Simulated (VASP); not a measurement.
A run of VASP 6.6.1:

File INCAR:

```
  ALGO = Normal
  EDIFF = 1E-6
  EDIFFG = -0.025
  ENCUT = 520
  GGA = PE
  IBRION = 2
  ISIF = 2
  ISMEAR = 0
  LASPH = T
  LCHARG = F
  LREAL = Auto
  LUSENCCL = F
  LWAVE = F
  NELECT = 150.0
  NELM = 80
  NSW = 65
  PREC = Accurate
  SIGMA = 0.02
```

KPOINTS

```
Automatic mesh
0
Gamma
  2 2 2
  0.5 0.5 0.5
```

Contents of POSCAR:

```
Si36N
1.0
   -5.7769209609      3.3353068718     -6.3650226989
    5.7769209608      3.3353068719     -6.3650226989
    0.0000000001     -6.6706137437     -6.3650226989
Si N
36 1
Direct
    0.4229141305      0.0953881533      0.4229334755
    0.7518546992      0.0950483500      0.0861024242
    0.0894880661      0.4266611064      0.4177860319
    0.7537536351      0.7621500084      0.4153385738
    0.4178642328      0.4267150635      0.0894341516
    0.0888580372      0.0931012703      0.7580827294
    0.7523676403      0.4243980259      0.7523431110
    0.1046973191      0.7836691392      0.1008251132
    0.4153365047      0.7622347527      0.7537164131
    0.0337978888      0.0461096389      0.3758118557
    0.3758286490      0.0461320813      0.0338080737
    0.6978100251      0.3719936518      0.3644853218
    0.3667000351      0.7070858131      0.3667384872
    0.0312334063      0.3658333236      0.0312422124
    0.7022626804      0.0357056092      0.6960954398
    0.3644941692      0.3720216792      0.6978163011
    0.6833156745      0.6973318647      0.0299915184
    0.0266740612      0.7008424157      0.6821744781
    0.2978979267      0.9722921178      0.2978926207
    0.6361630531      0.9639761527      0.9621601623
    0.9624509283      0.3055336814      0.2955381113
    0.6291756363      0.6359186355      0.2925921631
    0.2955743515      0.3055744508      0.9624448611
    0.9627033853      0.9648880997      0.6359263476
    0.6284250543      0.2996928868      0.6284363004
    0.9405607841      0.6248907382      0.9451178243
    0.2925894645      0.6359460551      0.6291718348
    0.9114287017      0.9253814770      0.2536889131
    0.2529511842      0.9218119304      0.9115451588
    0.5751816485      0.2466352326      0.2384504663
    0.2442198864      0.5811237282      0.2442097559
    0.9062488850      0.2436709968      0.9084380451
    0.5745480089      0.9116536738      0.5745544632
    0.2384269755      0.2466384638      0.5751867766
    0.5643481242      0.5767557133      0.9020444214
    0.9021055521      0.5766920522      0.5643115165
    0.9940481955      0.7619215786      0.9917128925
```

Potentials or basis: VASP PAW PBE potentials, release 64 (Si, N).

Run with:

```bash
$ cat potpaw_PBE.64/Si/POTCAR potpaw_PBE.64/N/POTCAR > POTCAR
$ mpirun -np 1 vasp_std > vasp.out
```

Hardware: 1 × NVIDIA H100 80GB with 1 thread of Intel(R) Xeon(R) Platinum 8481C CPU @ 2.70GHz (Sapphire Rapids) (shared host).

Task: How long does it take, and how much memory?

Result: Run time: 14 min on 1 × NVIDIA H100 80GB with 1 thread of Intel(R) Xeon(R) Platinum 8481C CPU @ 2.70GHz (Sapphire Rapids), on a shared host, peak memory 1.6 GiB. Counts: scf iterations 168, k points 4, ion steps 24.
